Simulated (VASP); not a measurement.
Write the native input for VASP 6.6.1 that does the following.

```
Task                   : single point
Functional             : PBEsol
Potentials or basis    : VASP PAW PBE potentials, release 64 (Al, Ni)
Cutoff                 : 600 eV
k mesh                 : 20 × 20 × 20
Occupations            : gaussian, width 0.15 eV
Spin                   : no spin polarisation
Dipole correction      : no
Further INCAR settings : ALGO = Normal; EDIFF = 1e-06; NBANDS = 14
```

The structure of AlNi lies in POSCAR:

```
AlNi
1.0
    2.8621655520      0.0000000000      0.0000000000
    0.0000000000      2.8621655520      0.0000000000
    0.0000000000      0.0000000000      2.8621655520
Al Ni
1 1
Direct
    0.0000000000      0.0000000000      0.0000000000
    0.3427763902      0.5000000000      0.5000000000
```

This cell differs from its parent crystal: atom 2 (Ni) moved by (-0.450, +0.000) A along x and z.

These files were run (other wordings do the same):

INCAR

```
PREC = Accurate
ENCUT = 600
EDIFF = 1E-6
ISMEAR = 0
SIGMA = 0.15
LREAL = F
LASPH = T
NELM = 120
ALGO = Normal
ISIF = 2
LWAVE = F
LCHARG = T
GGA = PS
LELF = T
LVHAR = T
NBANDS = 14
GGA_COMPAT = F
```

KPOINTS

```
Automatic mesh
0
Gamma
  20 20 20
```

Potentials or basis: VASP PAW PBE potentials, release 64 (Al, Ni).

Launch:

```console
$ cat potpaw_PBE.64/Al/POTCAR potpaw_PBE.64/Ni/POTCAR > POTCAR
$ mpirun -np 1 vasp_std > vasp.out
```

It gave:

```yaml
Pressure: 13.8 GPa
Largest_force: 2.755 eV/Å
```

Caveat: the cell differs from its parent crystal (atom 2 (Ni) moved by (-0.450, +0.000) A along x and z); the PAW data sets were made with another functional, which shifts forces and pressure a little.

Wall time 60 s on 1 thread of Intel(R) Xeon(R) 6975P-C (Granite Rapids), on a shared host, peak memory 0.39 GiB.
